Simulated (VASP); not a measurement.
Here is a VASP 6.6.1 calculation.

INCAR

```
PREC = Accurate ; ENCUT = 500
EDIFF = 1E-7 ; ISMEAR = -1
SIGMA = 0.08 ; LREAL = False
LASPH = True ; NELM = 120
ALGO = Normal ; ISIF = 3
LWAVE = False ; LCHARG = False
IBRION = 2 ; NSW = 60
EDIFFG = -0.005 ; GGA_COMPAT = False
NELMIN = 4
```

Contents of KPOINTS:

```
regular mesh
0
Gamma
  15 15 15
```

The input POSCAR:

```
Cl
1.0
    2.8748519142      0.0000000000      0.0000000000
    0.0000000000      2.8748519142      0.0000000000
    0.0000000000      0.0000000000      2.8748519142
Cl
1
Direct
    0.0000000000      0.0000000000      0.0000000000
```

Potentials or basis: VASP PAW LDA potentials, release 64 (Cl).

The run is started by

```console
$ cat potpaw_LDA.64/Cl/POTCAR > POTCAR
$ mpirun -np 1 vasp_std > vasp.out
```

**Question.** Predict the band gap on the k mesh.

**Answer.** Zero (an odd number of electrons rules out a gap without spin polarisation).

**Question.** Predict the space group after relaxing (to 0.1 Å).

**Answer.** Pm-3m (No. 221).

Step by step:
```
step  energy change (eV)  largest force (eV/Å)  pressure (GPa)  volume (Å³)
   1              0.0000                0.0000           -5.25        23.76
   2             -0.0558                0.0000           -1.17        21.18
   3             -0.0576                0.0000           -0.05        20.73
   4             -0.0576                0.0000            0.09        20.67
   5             -0.0576                0.0000           -0.01        20.71
```

Caveat: an odd number of electrons without spin polarisation forces a metal; a magnetic or distorted state may lie lower.
